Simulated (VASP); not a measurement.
MgCd3O4, 8 atoms in the cell. Symmetry: Pmmm, No. 47, orthorhombic system. Conventional cell: a = 3.276 Å, b = 4.667 Å, c = 6.643 Å, α = 90.00°, β = 90.00°, γ = 90.00°. Within 2.9 Å of Mg (site symmetry mmm) lie 6 O at 2.21 to 2.33 Å. Cd (site symmetry mm2) has 6 O at 2.31 to 2.36 Å within 3.0 Å. Cd (site symmetry mmm) has 6 O at 2.33 to 2.46 Å within 3.1 Å. Within 3.0 Å of O (site symmetry mmm) lie 4 Cd at 2.31 Å and 2 Mg at 2.33 Å. O (site symmetry mm2) has 2 Mg at 2.21 Å and 4 Cd at 2.34 to 2.46 Å within 2.9 Å. Within 3.1 Å of O (site symmetry mmm) lie 6 Cd at 2.33 to 2.36 Å. 

```yaml
Program: VASP 6.6.1
Task: single point
Functional: PBE
Potentials_or_basis: VASP PAW PBE potentials, release 64 (Mg, Cd, O)
Cutoff: 520 eV
k_mesh: 12 × 8 × 6
Occupations: gaussian, width 0.1 eV
Spin: no spin polarisation
Dipole_correction: no
Further_INCAR_settings: ALGO = Normal; EDIFF = 1e-07; NBANDS = 41
```

Potentials or basis: VASP PAW PBE potentials, release 64 (Mg, Cd, O).

Command:

```sh
$ cat potpaw_PBE.64/Mg/POTCAR potpaw_PBE.64/Cd/POTCAR potpaw_PBE.64/O/POTCAR > POTCAR
$ mpirun -np 1 vasp_std > vasp.out
```

Hardware: 1 thread of Intel(R) Xeon(R) Platinum 8488C (Sapphire Rapids), with other jobs on the host.

Q: How long does it take, and how much memory?

A: Run time: 10 min on 1 thread of Intel(R) Xeon(R) Platinum 8488C (Sapphire Rapids), on a shared host, peak memory 0.54 GiB. Counts: scf iterations 16, k points 140.
